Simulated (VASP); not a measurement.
Here is a VASP 6.6.1 calculation.

INCAR

```
  ALGO = Normal
  EDIFF = 1E-6
  ENCUT = 500
  GGA = PE
  GGA_COMPAT = F
  ISIF = 2
  ISMEAR = 0
  LASPH = T
  LCHARG = T
  LELF = T
  LREAL = F
  LVHAR = T
  LWAVE = F
  NBANDS = 16
  NELM = 120
  PREC = Accurate
  SIGMA = 0.01
```

Contents of KPOINTS:

```
k-points
0
Gamma
  4 4 4
```

The input POSCAR:

```
ZnSe
1.0
    0.0000000000      2.8664304615      2.8664304615
    2.8664304615      0.0000000000      2.8664304615
    2.8664304615      2.8664304615      0.0000000000
Zn Se
1 1
Direct
    0.0000000000      0.0000000000      0.0000000000
    0.2500000000      0.2500000000      0.2500000000
```

Potentials or basis: VASP PAW PBE potentials, release 64 (Zn, Se).

The run is started by

```bash
$ cat potpaw_PBE.64/Zn/POTCAR potpaw_PBE.64/Se/POTCAR > POTCAR
$ mpirun -np 1 vasp_std > vasp.out
```

Question: Estimate the pressure.

Answer: 0.5 GPa.

Question: Estimate the band gap on the k mesh.

Answer: 1.14 eV, direct.

Caveat: the k points lie up to 0.47 Å⁻¹ apart.
